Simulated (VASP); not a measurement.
# MgS (Fm-3m) in VASP: further runs

MgS is run at these levels: LDA; tasks: single point.

All numbers are computed with VASP 6.6.1; they aren't measurements. Logs are shortened: lines on timing, memory, paths and dates and some standing lists are left out, and cuts for length are marked.

## 1. The cell of the first run

Symmetry: Fm-3m, No. 225, cubic system. Conventional cell: a = 5.007 Å, b = 5.007 Å, c = 5.007 Å, α = 90.00°, β = 90.00°, γ = 90.00°. Mg (site symmetry m-3m) has 6 S at 2.50 Å within 3.3 Å. S (site symmetry m-3m) has 6 Mg at 2.50 Å within 3.3 Å.

## 2. Single point, LDA

Input file INCAR:

```
SYSTEM = MgS
ALGO = Normal ; EDIFF = 1E-7
ENCUT = 520 ; GGA = CA
ISIF = 2 ; ISMEAR = 0
LASPH = .TRUE. ; LCHARG = .FALSE.
LREAL = .FALSE. ; LWAVE = .FALSE.
NBANDS = 11 ; NELM = 100
PREC = Accurate ; SIGMA = 0.01
```

Input file KPOINTS:

```
k-points
0
G
  8 8 8
  0 0 0
```

Input file POSCAR:

```
MgS
1.0
    2.5033509844      2.5033509844      0.0000000000
   -2.5033509844      2.5033509844      0.0000000000
    0.0000000000      2.5033509844      2.5033509844
Mg S
1 1
Direct
    0.0000000000      0.0000000000      0.0000000000
    0.5000000000      0.5000000000      0.0000000000
```

Potentials or basis: VASP PAW LDA potentials, release 64 (Mg, S).

Run with:

```sh
> cat potpaw_LDA.64/Mg/POTCAR potpaw_LDA.64/S/POTCAR > POTCAR
> mpirun -np 1 vasp_std > vasp.out
```

OUTCAR:

```text
SYSTEM = MgS
   EDIFF = 1E-7
   ENCUT = 520
   GGA = CA
   ISIF = 2
   ISMEAR = 0
   LASPH = .TRUE.
   LREAL = .FALSE.
   NELM = 100
   PREC = Accurate

 ion  position               nearest neighbor table
   1  0.000  0.000  0.000-   2 2.50   2 2.50   2 2.50   2 2.50   2 2.50   2 2.50
   2  0.500  0.500  0.000-   1 2.50   1 2.50   1 2.50   1 2.50   1 2.50   1 2.50

  LATTYP: Found a face centered cubic cell.
 ALAT       =     5.0067019688

  Lattice vectors:

 A1 = (   0.0000000000,   2.5033509844,   2.5033509844)
 A2 = (   2.5033509844,   0.0000000000,   2.5033509844)
 A3 = (   2.5033509844,   2.5033509844,   0.0000000000)

Analysis of symmetry for initial positions (statically):
=====================================================================
 Subroutine PRICEL returns:
 Original cell was already a primitive cell.

 Routine SETGRP: Setting up the symmetry group for a
 face centered cubic supercell.

 Subroutine GETGRP returns: Found 48 space group operations
 (whereof 48 operations were pure point group operations)
 out of a pool of 48 trial point group operations.

The static configuration has the point symmetry O_h .

Analysis of symmetry for dynamics (positions and initial velocities):
=====================================================================
 Subroutine PRICEL returns:
 Original cell was already a primitive cell.

 Routine SETGRP: Setting up the symmetry group for a
 face centered cubic supercell.

 Subroutine GETGRP returns: Found 48 space group operations
 (whereof 48 operations were pure point group operations)
 out of a pool of 48 trial point group operations.

The dynamic configuration has the point symmetry O_h .

 Subroutine INISYM returns: Found 48 space group operations
 (whereof 48 operations are pure point group operations),
 and found     1 'primitive' translations

----------------------------------------------------------------------------------------

                                     Primitive cell

  volume of cell :      31.3758

  direct lattice vectors                    reciprocal lattice vectors
     2.503350984  2.503350984  0.000000000     0.199732280  0.199732280 -0.199732280
    -2.503350984  2.503350984  0.000000000    -0.199732280  0.199732280 -0.199732280
     0.000000000  2.503350984  2.503350984     0.000000000  0.000000000  0.399464560

  length of vectors
     3.540272914  3.540272914  3.540272914     0.345946457  0.345946457  0.399464560

  position of ions in fractional coordinates (direct lattice)
     0.000000000  0.000000000  0.000000000
     0.500000000  0.500000000  0.000000000

[... 81 lines left out ...]
   NFREE  =      0    steps in history (QN), initial steepest desc. (CG)
   ISIF   =      2    stress and relaxation
   ISYM   =      2    0-nonsym 1-usesym 2-fastsym
   POTIM  = 0.5000    time-step for ionic-motion
   TEBEG  =    0.0;   TEEND  =   0.0 temperature during run
   PSTRESS=    0.0 pullay stress
   NELECT =       8.0000    total number of electrons
   NUPDOWN=      -1.0000    fix difference up-down
   EMIN   =  10.00;   EMAX   =-10.00  energy-range for DOS
   EFERMI =   0.00;   METHOD = LEGACY
   ISMEAR =     0;   SIGMA  =   0.01  broadening in eV -4-tet -1-fermi 0-gaus
   EFERMI_NEDOS =   21; number of points for ismear=-14 and -15
   IALGO  =     38    algorithm
   IMIX   =      4    mixing-type and parameters
     AMIX     =   0.40;   BMIX     =  1.00
     AMIX_MAG =   1.60;   BMIX_MAG =  1.00
  volume/ion in A,a.u.               =      15.69       105.87
  Fermi-wavevector in a.u.,A,eV,Ry     =   1.038101  1.961727 14.662378  1.077654
  Thomas-Fermi vector in A             =   2.172570
   LORBIT       =      0    0 simple, 1 ext, 2 COOP (PROOUT), +10 PAW based schemes
   GGA     = CA    functional components
   LHFCALC =     F    Hartree Fock is set to
   AEXX    =    0.0000 exact exchange contribution
   IVDW    =     0    specifies the selected vdW correction
   LEPSILON=     F    determine dielectric tensor
   LRPA    =     F    only Hartree local field effects (RPA)
 non-spin polarized calculation
 Gauss-broadening in eV      SIGMA  =   0.01
  energy-cutoff  :      520.00
  volume of cell :       31.38
 maximum number of plane-waves:       877
 NGX is ok and might be reduce to    28
   NGX = 13   NGY = 13   NGZ = 13

 number of electron       8.0000001 magnetization

 Free energy of the ion-electron system (eV)
  ---------------------------------------------------
  ext. energy  EPLUGINS =         0.00000000
  ---------------------------------------------------
  free energy    TOTEN  =        -9.55185448 eV

  energy without entropy =       -9.55185448  energy(sigma->0) =       -9.55185448

 E-fermi :   4.7888     XC(G=0): -10.4716

 val. band max:        4.6897170709   @ k =   0.0000   0.0000   0.0000
 cond. band min:       7.4875290678   @ k =   0.5000   0.5000   0.0000
 fundamental gap:      2.7978119969
 Fermi energy:         4.7887505449

 k-point     1 :       0.0000    0.0000    0.0000
  band No.  band energies     occupation
      1      -8.6678      2.00000
      2       4.6897      2.00000
      3       4.6897      2.00000
      4       4.6897      2.00000
      5       9.1589      0.00000
      6      12.4231      0.00000
      7      12.4231      0.00000
      8      12.4231      0.00000
      9      15.0600      0.00000
     10      15.0600      0.00000
     11      17.2979      0.00000
[... 309 lines left out ...]
 k-point    24 :       0.5000    0.2500    0.1250
  band No.  band energies     occupation
      1      -6.7613      2.00000
      2      -0.2912      2.00000
      3       2.1455      2.00000
      4       3.2919      2.00000
      5      10.3353      0.00000
      6      10.8732      0.00000
      7      13.3164      0.00000
      8      14.5295      0.00000
      9      17.2996      0.00000
     10      18.7709      0.00000
     11      20.7563      0.00000

 [... further k-points ...]
[... 5 lines left out ...]
  --------------------------------------------------------------------------------------
  -------------------------------------------------------------------------------------
  Total        1.2490319      1.2490319      1.2490319      0.0000000     -0.0000000      0.0000000
  in kB       63.7806418     63.7806418     63.7806418      0.0000000     -0.0000000      0.0000000
  external PRESSURE =      63.7806418 kB  Pullay stress =       0.0000000 kB

 VOLUME and BASIS-vectors are now :
 -----------------------------------------------------------------------------
  energy-cutoff  :      520.00
  volume of cell :       31.38
      direct lattice vectors                 reciprocal lattice vectors
     2.503350984  2.503350984  0.000000000     0.199732280  0.199732280 -0.199732280
    -2.503350984  2.503350984  0.000000000    -0.199732280  0.199732280 -0.199732280
     0.000000000  2.503350984  2.503350984     0.000000000  0.000000000  0.399464560

 POSITION                                       TOTAL-FORCE (eV/Angst)
 -----------------------------------------------------------------------------------
      0.00000      0.00000      0.00000         0.000000      0.000000      0.000000
      0.00000      2.50335      0.00000        -0.000000     -0.000000      0.000000
 -----------------------------------------------------------------------------------
    total drift:                               -0.000000      0.000000     -0.000000

  FREE ENERGIE OF THE ION-ELECTRON SYSTEM (eV)
  ---------------------------------------------------
  free  energy   TOTEN  =        -9.5518544844 eV

  energy  without entropy=       -9.5518544844  energy(sigma->0) =       -9.55185448
```

OSZICAR:

```text
N       E                     dE             d eps       ncg     rms          rms(c)
DAV:   1     0.190921143899E+02    0.19092E+02   -0.37096E+03   662   0.600E+02
DAV:   2    -0.873864762743E+01   -0.27831E+02   -0.26276E+02   785   0.102E+02
DAV:   3    -0.995340297979E+01   -0.12148E+01   -0.12120E+01   775   0.215E+01
DAV:   4    -0.996018307681E+01   -0.67801E-02   -0.67795E-02   753   0.192E+00
DAV:   5    -0.996023334277E+01   -0.50266E-04   -0.50266E-04   833   0.165E-01    0.499E+00
DAV:   6    -0.960543660570E+01    0.35480E+00   -0.71214E-01   716   0.341E+00    0.387E+00
DAV:   7    -0.955618821731E+01    0.49248E-01   -0.19630E-01   758   0.189E+00    0.233E+00
DAV:   8    -0.955214086270E+01    0.40474E-02   -0.10160E-02   701   0.552E-01    0.861E-01
DAV:   9    -0.955187299751E+01    0.26787E-03   -0.49177E-04   731   0.119E-01    0.350E-01
DAV:  10    -0.955185761937E+01    0.15378E-04   -0.45273E-05   766   0.332E-02    0.125E-01
DAV:  11    -0.955185444645E+01    0.31729E-05   -0.15600E-05   731   0.175E-02    0.126E-02
DAV:  12    -0.955185448440E+01   -0.37946E-07   -0.21938E-07   744   0.322E-03
   1 F= -.95518545E+01 E0= -.95518545E+01  d E =-.841770E-47
```

stdout:

```text
POSCAR found type information on POSCAR MgS
 POSCAR found :  2 types and       2 ions
 scaLAPACK will be used
 LDA part: xc-table for (Slater(with rela. corr.)+CA(PZ))
 , standard interpolation
 POSCAR, INCAR and KPOINTS ok, starting setup
 FFT: planning ... GRIDC
 FFT: planning ... GRID_SOFT
 FFT: planning ... GRID
 WAVECAR not read
 entering main loop
```

It took 11 s on 1 thread of Intel Xeon Platinum 8259CL at 2.50GHz (Skylake/Cascade Lake), shared host; peak memory 0.14 GiB.

What came out:

```yaml
Free_energy: -9.5519 eV
Pressure: 6.4 GPa
Band_gap_on_the_k_mesh: 2.80 eV, indirect (least direct gap 4.47 eV)
```

Levels at points of the mesh, in eV from the valence-band top:
```csv
k point,band 2,band 3,band 4,band 5,band 6,band 7
"(0.00, 0.00, 0.00)",0.00,0.00,0.00,4.47,7.73,7.73
"(0.50, 0.00, 0.00)",-5.56,-0.74,-0.74,4.54,6.86,6.86
"(0.50, 0.50, 0.00)",-4.90,-1.99,-1.99,2.80,3.86,12.97
```

## 3. Single point, LDA

Input file INCAR:

```
SYSTEM = MgS
PREC = Accurate
ENCUT = 520
EDIFF = 1E-7
ISMEAR = 0
SIGMA = 0.01
LREAL = .False.
LASPH = .True.
NELM = 60
ALGO = Normal
ISIF = 2
LWAVE = .False.
LCHARG = .False.
NBANDS = 11
```

Input file KPOINTS:

```
Automatic mesh
0
Gamma
  8 8 8
  0 0 0
```

POSCAR is that of step 2.

Potentials or basis: VASP PAW LDA potentials, release 64 (Mg, S).

Run with:

```sh
> cat potpaw_LDA.64/Mg/POTCAR potpaw_LDA.64/S/POTCAR > POTCAR
> mpirun -np 1 vasp_std > vasp.out
```

It took 13 s on 1 thread of Intel Xeon Platinum 8259CL at 2.50GHz (Skylake/Cascade Lake), shared host; peak memory 0.14 GiB.

It converged, with:

```
Free energy            : -9.5519 eV
Pressure               : 6.4 GPa
Band gap on the k mesh : 2.80 eV, indirect (least direct gap 4.47 eV)
```

Levels at points of the mesh, in eV from the valence-band top:
```tsv
k point	band 1	band 2	band 3	band 4	band 5	band 6	band 7	band 8
(0.00, 0.00, 0.00)	-13.36	0.00	0.00	0.00	4.47	7.73	7.73	7.73
(0.50, 0.00, 0.00)	-11.70	-5.56	-0.74	-0.74	4.54	6.86	6.86	11.07
(0.50, 0.50, 0.00)	-11.22	-4.90	-1.99	-1.99	2.80	3.86	12.97	13.07
```

A k mesh can miss the band edges. A hybrid or GW would open this gap; LDA tends to underestimate it.

## 4. Single point, LDA

This run uses another cell than the first one, of 15.29 Å³/atom, 0.975 times its volume.

Input file INCAR:

```
SYSTEM = MgS
PREC = Accurate
ENCUT = 520
EDIFF = 1E-6
ISMEAR = 0
SIGMA = 0.01
LREAL = .False.
LASPH = .True.
NELM = 80
ALGO = Normal
ISIF = 2
LWAVE = .False.
LCHARG = .True.
GGA = CA
LELF = .True.
LVHAR = .True.
NBANDS = 11
```

Input file KPOINTS:

```
regular mesh
0
Gamma
  8 8 8
  0 0 0
```

Input file POSCAR:

```
MgS
1.0
    2.4819229727      2.4819229727      0.0000000000
   -2.4819229727      2.4819229727      0.0000000000
    0.0000000000      2.4819229727      2.4819229727
Mg S
1 1
Direct
    0.0000000000      0.0000000000      0.0000000000
    0.5000000000      0.5000000000      0.0000000000
```

Run with:

```sh
> cat potpaw_LDA.64/Mg/POTCAR potpaw_LDA.64/S/POTCAR > POTCAR
> mpirun -np 1 vasp_std > vasp.out
```

Wall time 9.7 s (1 thread of Intel Xeon Platinum 8259CL at 2.50GHz (Skylake/Cascade Lake), shared host); peak memory 0.14 GiB.

It converged, with:

```yaml
Free_energy: -9.5125 eV
Pressure: 9.4 GPa
Band_gap_on_the_k_mesh: 2.85 eV, indirect (least direct gap 4.71 eV)
```

Levels at points of the mesh, in eV from the valence-band top:
```
           k point  band 1  band 2  band 3  band 4  band 5  band 6  band 7  band 8  band 9
(0.00, 0.00, 0.00)  -13.53    0.00    0.00    0.00    4.71    7.70    7.70    7.70   10.39
(0.50, 0.00, 0.00)  -11.80   -5.72   -0.78   -0.78    4.57    6.88    6.88   11.33   12.87
(0.50, 0.50, 0.00)  -11.30   -5.05   -2.05   -2.05    2.85    3.76   13.14   13.24   14.60
```

A k mesh can miss the band edges. A hybrid or GW would open this gap; LDA tends to underestimate it.
